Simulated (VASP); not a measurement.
# ZnInGaO4 (R3m) in VASP: single point with PBE

Aim: the single point of ZnInGaO4 with PBE.

Program: VASP 6.6.1. These are calculated values, not measurements. Logs are shortened: lines on timing, memory, paths and dates and some standing lists are left out, and cuts for length are marked.

**1. The cell of the first run**

Symmetry: R3m, No. 160, trigonal system. The conventional cell has a = 3.361 Å, b = 3.361 Å, c = 26.140 Å, α = 90.00°, β = 90.00°, γ = 120.00°. Within 2.7 Å of Zn (site symmetry 3m) lie 5 O at 2.01 to 2.53 Å. Within 2.9 Å of In (site symmetry 3m) lie 6 O at 2.17 to 2.28 Å. Within 2.6 Å of Ga (site symmetry 3m) lie 5 O at 1.94 to 2.00 Å. O (site symmetry 3m) has 1 Zn at 2.01 Å and 3 In at 2.17 Å within 2.7 Å. O (site symmetry 3m) has 1 Ga at 1.98 Å and 3 In at 2.28 Å within 2.6 Å. O (site symmetry 3m) has 3 Ga at 1.94 Å and 1 Zn at 2.53 Å within 2.6 Å. O (site symmetry 3m) has 1 Ga at 2.00 Å and 3 Zn at 2.02 Å and 3 O at 2.76 Å within 2.8 Å.

**2. Single point, PBE (atom 2 (In) moved -0.100 Å along Cartesian [0 0 1])**

Contents of INCAR:

```
PREC     = Accurate       # precision mode
ENCUT    = 520            # plane-wave cutoff, eV
EDIFF    = 1E-6           # SCF threshold, eV
ISMEAR   = 0              # smearing method
SIGMA    = 0.05           # smearing width, eV
LREAL    = F              # projectors in reciprocal space
LASPH    = T              # aspherical terms in the spheres
NELM     = 100            # most SCF steps
ALGO     = Normal         # electronic algorithm
ISIF     = 2              # what is computed and relaxed
LWAVE    = F              # write WAVECAR
LCHARG   = F              # write CHGCAR
GGA      = PE             # functional
NBANDS   = 40             # bands
```

Contents of KPOINTS:

```
regular mesh
0
Gamma
  12 12 12
```

Contents of POSCAR:

```
ZnInGaO4
1.0
    1.6803268679      0.9701371695      8.7134054620
   -1.6803268679      0.9701371695      8.7134054620
    0.0000000000     -1.9402743390      8.7134054620
Zn In Ga O
1 1 1 4
Direct
    0.2183820000      0.2183820000      0.2183820000
   -0.0010575230     -0.0010575230     -0.0010575230
    0.7870340000      0.7870340000      0.7870340000
    0.2951430000      0.2951430000      0.2951430000
    0.7113580000      0.7113580000      0.7113580000
    0.1217170000      0.1217170000      0.1217170000
    0.8635990000      0.8635990000      0.8635990000
```

Potentials or basis: VASP PAW PBE potentials, release 64 (Zn, In_d, Ga_d, O).

The run is started by

```bash
> cat potpaw_PBE.64/Zn/POTCAR potpaw_PBE.64/In_d/POTCAR potpaw_PBE.64/Ga_d/POTCAR potpaw_PBE.64/O/POTCAR > POTCAR
> mpirun -np 1 vasp_std > vasp.out
```

OUTCAR:

```text
PREC = Accurate
   ENCUT = 520
   EDIFF = 1E-6
   ISMEAR = 0
   LREAL = F
   LASPH = T
   NELM = 100
   ISIF = 2
   GGA = PE

 ion  position               nearest neighbor table
   1  0.218  0.218  0.218-   4 2.01   7 2.02   7 2.02   7 2.02
   2  0.999  0.999  0.999-   4 2.17   4 2.17   4 2.17   5 2.28   5 2.28   5 2.28
   3  0.787  0.787  0.787-   6 1.94   6 1.94   6 1.94   5 1.98   7 2.00
   4  0.295  0.295  0.295-   1 2.01   2 2.17   2 2.17   2 2.17
   5  0.711  0.711  0.711-   3 1.98   2 2.28   2 2.28   2 2.28
   6  0.122  0.122  0.122-   3 1.94   3 1.94   3 1.94
   7  0.864  0.864  0.864-   3 2.00   1 2.02   1 2.02   1 2.02

  LATTYP: Found a trigonal (rhomboedric) cell.
 ALAT       =     8.9268191007
 COS(alpha) =     0.9291362598

  Lattice vectors:

 A1 = (   1.6803268679,   0.9701371695,   8.7134054620)
 A2 = (  -1.6803268679,   0.9701371695,   8.7134054620)
 A3 = (   0.0000000000,  -1.9402743390,   8.7134054620)

Analysis of symmetry for initial positions (statically):
=====================================================================
 Subroutine PRICEL returns:
 Original cell was already a primitive cell.

 Routine SETGRP: Setting up the symmetry group for a
 trigonal (rhombohedral) supercell.

 Subroutine GETGRP returns: Found  6 space group operations
 (whereof  6 operations were pure point group operations)
 out of a pool of 12 trial point group operations.

The static configuration has the point symmetry C_3v.

Analysis of symmetry for dynamics (positions and initial velocities):
=====================================================================
 Subroutine PRICEL returns:
 Original cell was already a primitive cell.

 Routine SETGRP: Setting up the symmetry group for a
 trigonal (rhombohedral) supercell.

 Subroutine GETGRP returns: Found  6 space group operations
 (whereof  6 operations were pure point group operations)
 out of a pool of 12 trial point group operations.

The dynamic configuration has the point symmetry C_3v.

 Subroutine INISYM returns: Found  6 space group operations
 (whereof  6 operations are pure point group operations),
 and found     1 'primitive' translations

----------------------------------------------------------------------------------------

                                     Primitive cell

  volume of cell :      85.2248

  direct lattice vectors                    reciprocal lattice vectors
     1.680326868  0.970137169  8.713405462     0.297561153  0.171797012  0.038255230
    -1.680326868  0.970137169  8.713405462    -0.297561153  0.171797012  0.038255230
     0.000000000 -1.940274339  8.713405462     0.000000000 -0.343594023  0.038255230

  length of vectors
     8.926819101  8.926819101  8.926819101     0.345717103  0.345717103  0.345717103

  position of ions in fractional coordinates (direct lattice)
     0.218382000  0.218382000  0.218382000
     0.998942477  0.998942477  0.998942477
     0.787034000  0.787034000  0.787034000
     0.295143000  0.295143000  0.295143000
     0.711358000  0.711358000  0.711358000
     0.121717000  0.121717000  0.121717000
     0.863599000  0.863599000  0.863599000

  ion indices of the primitive-cell ions
   primitive index   ion index
                 1           1
                 2           2
                 3           3
                 4           4
                 5           5
                 6           6
                 7           7

----------------------------------------------------------------------------------------

 KPOINTS: regular mesh

Automatic generation of k-mesh.
 Grid dimensions read from file:
 generate k-points for:   12   12   12

 Generating k-lattice:

  Cartesian coordinates                     Fractional coordinates (reciprocal lattice)
     0.024796763  0.014316418  0.003187936     0.083333333  0.000000000  0.000000000
    -0.024796763  0.014316418  0.003187936     0.000000000  0.083333333  0.000000000
     0.000000000 -0.028632835  0.003187936     0.000000000  0.000000000  0.083333333

  Length of vectors
     0.028809759  0.028809759  0.028809759

  Shift w.r.t. Gamma in fractional coordinates (k-lattice)
     0.000000000  0.000000000  0.000000000

 Subroutine IBZKPT returns following result:
 ===========================================

 Found    189 irreducible k-points:

 Following reciprocal coordinates:
            Coordinates               Weight
  0.000000  0.000000  0.000000      1.000000
  0.083333  0.000000  0.000000      6.000000
  0.166667  0.000000  0.000000      6.000000
  0.250000  0.000000 -0.000000      6.000000
  0.333333 -0.000000 -0.000000      6.000000
  0.416667 -0.000000 -0.000000      6.000000
[... 16 lines left out ...]
  0.500000  0.166667  0.000000     12.000000
 -0.416667  0.166667  0.000000     12.000000
 [... further k-points ...]
   k-points           NKPTS =    189   k-points in BZ     NKDIM =    189   number of bands    NBANDS=     40
   number of dos      NEDOS =    301   number of ions     NIONS =      7
   total plane-waves  NPLWV = 343000
   dimension x,y,z NGX =    70 NGY =   70 NGZ =   70
   dimension x,y,z NGXF=   140 NGYF=  140 NGZF=  140
   ions per type =               1   1   1   4
   NGX,Y,Z   is equivalent  to a cutoff of  13.04, 13.04, 13.04 a.u.
   NGXF,Y,Z  is equivalent  to a cutoff of  26.07, 26.07, 26.07 a.u.
 SYSTEM =  unknown system
   PREC   = accura    normal or accurate (medium, high low for compatibility)
   ISTART =      0    job   : 0-new  1-cont  2-samecut
   ICHARG =      2    charge: 1-file 2-atom 10-const
   ISPIN  =      1    spin polarized calculation?
   LNONCOLLINEAR =      F non collinear calculations
   LSORBIT =      F    spin-orbit coupling
   LASPH  =      T    aspherical Exc in radial PAW
   ENCUT  =  520.0 eV  38.22 Ry    6.18 a.u.  16.60 16.60 16.60*2*pi/ulx,y,z
   NELM   =    100;   NELMIN=  2; NELMDL= -5     # of ELM steps
   EDIFF  = 0.1E-05   stopping-criterion for ELM
   LREAL  =      F    real-space projection
   EDIFFG = 0.1E-04   stopping-criterion for IOM
   NSW    =      0    number of steps for IOM
   IBRION =     -1    ionic relax: 0-MD 1-quasi-New 2-CG
   NFREE  =      0    steps in history (QN), initial steepest desc. (CG)
   ISIF   =      2    stress and relaxation
   ISYM   =      2    0-nonsym 1-usesym 2-fastsym
   POTIM  = 0.5000    time-step for ionic-motion
   TEBEG  =    0.0;   TEEND  =   0.0 temperature during run
   PSTRESS=    0.0 pullay stress
   NELECT =      62.0000    total number of electrons
   NUPDOWN=      -1.0000    fix difference up-down
   EMIN   =  10.00;   EMAX   =-10.00  energy-range for DOS
   EFERMI =   0.00;   METHOD = LEGACY
   ISMEAR =     0;   SIGMA  =   0.05  broadening in eV -4-tet -1-fermi 0-gaus
   EFERMI_NEDOS =   21; number of points for ismear=-14 and -15
   IALGO  =     38    algorithm
   IMIX   =      4    mixing-type and parameters
     AMIX     =   0.40;   BMIX     =  1.00
     AMIX_MAG =   1.60;   BMIX_MAG =  1.00
  volume/ion in A,a.u.               =      12.17        82.16
  Fermi-wavevector in a.u.,A,eV,Ry     =   1.472369  2.782374 29.495673  2.167871
  Thomas-Fermi vector in A             =   2.587392
   LORBIT       =      0    0 simple, 1 ext, 2 COOP (PROOUT), +10 PAW based schemes
   GGA     = PE    functional components
   LHFCALC =     F    Hartree Fock is set to
   AEXX    =    0.0000 exact exchange contribution
   IVDW    =     0    specifies the selected vdW correction
   LEPSILON=     F    determine dielectric tensor
   LRPA    =     F    only Hartree local field effects (RPA)
 non-spin polarized calculation
 Gauss-broadening in eV      SIGMA  =   0.05
  energy-cutoff  :      520.00
  volume of cell :       85.22
 maximum number of plane-waves:      2312
 NGX is ok and might be reduce to    70
   NGX = 33   NGY = 33   NGZ = 33

 number of electron      61.9999997 magnetization

 Free energy of the ion-electron system (eV)
  ---------------------------------------------------
  ext. energy  EPLUGINS =         0.00000000
  ---------------------------------------------------
  free energy    TOTEN  =       -37.72648679 eV

  energy without entropy =      -37.72648679  energy(sigma->0) =      -37.72648679

 E-fermi :   3.7187     XC(G=0): -11.0107

 val. band max:        3.4692533364   @ k =   0.5000   0.5000   0.5000
 cond. band min:       4.5586072529   @ k =   0.0000   0.0000   0.0000
 fundamental gap:      1.0893539165
 Fermi energy:         3.7187157896

 k-point     1 :       0.0000    0.0000    0.0000
  band No.  band energies     occupation
      1     -14.7411      2.00000
      2     -14.1999      2.00000
      3     -13.4342      2.00000
      4     -12.9344      2.00000
      5      -9.6221      2.00000
      6      -9.6221      2.00000
[... 32 lines left out ...]
     39      15.5279      0.00000
     40      15.5279      0.00000

 k-point     2 :       0.0833    0.0000    0.0000
  band No.  band energies     occupation
      1     -14.6985      2.00000
      2     -14.1725      2.00000
      3     -13.4159      2.00000
      4     -12.9597      2.00000
      5      -9.6105      2.00000
      6      -9.6081      2.00000
[... 32 lines left out ...]
     39      15.0493      0.00000
     40      15.6442      0.00000

 k-point     3 :       0.1667    0.0000    0.0000
  band No.  band energies     occupation
      1     -14.5795      2.00000
      2     -14.1010      2.00000
      3     -13.3674      2.00000
      4     -13.0198      2.00000
      5      -9.5729      2.00000
      6      -9.5693      2.00000
[... 853 lines left out ...]
  band No.  band energies     occupation
      1     -14.0373      2.00000
      2     -13.9014      2.00000
      3     -13.2713      2.00000
      4     -13.0404      2.00000
      5      -9.4286      2.00000
      6      -9.3233      2.00000
[... 32 lines left out ...]
     39      14.3985      0.00000
     40      14.5419      0.00000

 k-point    24 :      -0.4167    0.1667    0.0000
  band No.  band energies     occupation
      1     -13.9904      2.00000
      2     -13.8949      2.00000
      3     -13.2753      2.00000
      4     -13.0213      2.00000
      5      -9.4109      2.00000
      6      -9.3261      2.00000
[... 32 lines left out ...]
     39      14.2705      0.00000
     40      14.6090      0.00000

 [... further k-points ...]

------------------------ aborting loop because EDIFF is reached ----------------------------------------

  FORCE on cell =-STRESS in cart. coord.  units (eV):
  Direction    XX          YY          ZZ          XY          YZ          ZX
  --------------------------------------------------------------------------------------
  -------------------------------------------------------------------------------------
  Total        0.1113062      0.1113062      0.0042097      0.0000000      0.0000000      0.0000000
  in kB        2.0924923      2.0924923      0.0791393      0.0000000      0.0000000      0.0000000
  external PRESSURE =       1.4213746 kB  Pullay stress =       0.0000000 kB

 VOLUME and BASIS-vectors are now :
 -----------------------------------------------------------------------------
  energy-cutoff  :      520.00
  volume of cell :       85.22
      direct lattice vectors                 reciprocal lattice vectors
     1.680326868  0.970137169  8.713405462     0.297561153  0.171797012  0.038255230
    -1.680326868  0.970137169  8.713405462    -0.297561153  0.171797012  0.038255230
     0.000000000 -1.940274339  8.713405462     0.000000000 -0.343594023  0.038255230

 POSITION                                       TOTAL-FORCE (eV/Angst)
 -----------------------------------------------------------------------------------
      0.00000      0.00000      5.70855         0.000000      0.000000     -0.322692
      0.00000      0.00000     26.11257         0.000000     -0.000000      1.653637
      0.00000      0.00000     20.57324         0.000000      0.000000     -0.450639
      0.00000      0.00000      7.71510         0.000000      0.000000     -0.620270
      0.00000      0.00000     18.59505         0.000000     -0.000000     -0.686097
      0.00000      0.00000      3.18171         0.000000      0.000000      0.161329
      0.00000      0.00000     22.57466         0.000000      0.000000      0.264733
 -----------------------------------------------------------------------------------
    total drift:                               -0.000000      0.000000      0.002059

  FREE ENERGIE OF THE ION-ELECTRON SYSTEM (eV)
  ---------------------------------------------------
  free  energy   TOTEN  =       -37.7264867946 eV

  energy  without entropy=      -37.7264867946  energy(sigma->0) =      -37.72648679
```

Wall time 1.7 h (1 thread of Intel Xeon Platinum 8259CL at 2.50GHz (Skylake/Cascade Lake), shared host); peak memory 1.1 GiB.

What came out:

```yaml
Free_energy: -37.7265 eV
Pressure: 0.1 GPa
Largest_force: 1.654 eV/Å
Band_gap_on_the_k_mesh: 1.09 eV
```

Forces in eV/Å, atoms in the order of the input:
```
Zn   0.000  0.000 -0.323
In   0.000  0.000  1.654
Ga   0.000  0.000 -0.451
O    0.000  0.000 -0.620
O    0.000  0.000 -0.686
O    0.000  0.000  0.161
O    0.000  0.000  0.265
```

Caveat: the cell differs from its parent crystal (atom 2 (In) moved -0.100 Å along Cartesian [0 0 1]); spin-orbit coupling is left out, which moves the levels of the heavy elements; forces of over 1 eV/Å act on the atoms, so gaps and moduli don't describe the material at rest.
